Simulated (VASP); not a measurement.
Co:

```
Co
1.0
     2.48736    0.00000    0.00000
    -1.24368    2.15412    0.00000
     0.00000    0.00000    4.06329
Co
2
Direct
  0.33333 0.66667 0.74014
  0.66667 0.33333 0.25986
```

Base run:

- Program: VASP 6.6.1
- Functional: PBE
- Potentials or basis: VASP PAW PBE potentials, release 64 (Co_sv)
- Cutoff: 690 eV
- k mesh: 10 × 10 × 6
- Occupations: fermi-dirac, width 0.05 eV
- Spin: collinear spin, ferromagnetic start
- Starting moments: [1.0, 1.0] μB
- Fixed moment: 2 μB

Its results: pressure -8.6 GPa; site moments Co +1.06 μB; largest force 0.620 eV/Å.

The run is repeated on the same cell with these changes: fixed moment from 2 μB to 8 μB; moments at the start from [1.0, 1.0] to [4.0, 4.0]. What comes out?

Pressure 108.9 GPa; site moments Co +3.32 μB; largest force 1.243 eV/Å.

Caveats: the total moment is fixed, so each spin has its own Fermi level and the state may be an excited one; the cell stands under tension (at least some runs); the stress differs along the axes, from 106 to 116 GPa (at least some runs); forces of over 1 eV/Å act on the atoms, so gaps and moduli don't describe the material at rest (at least some runs).
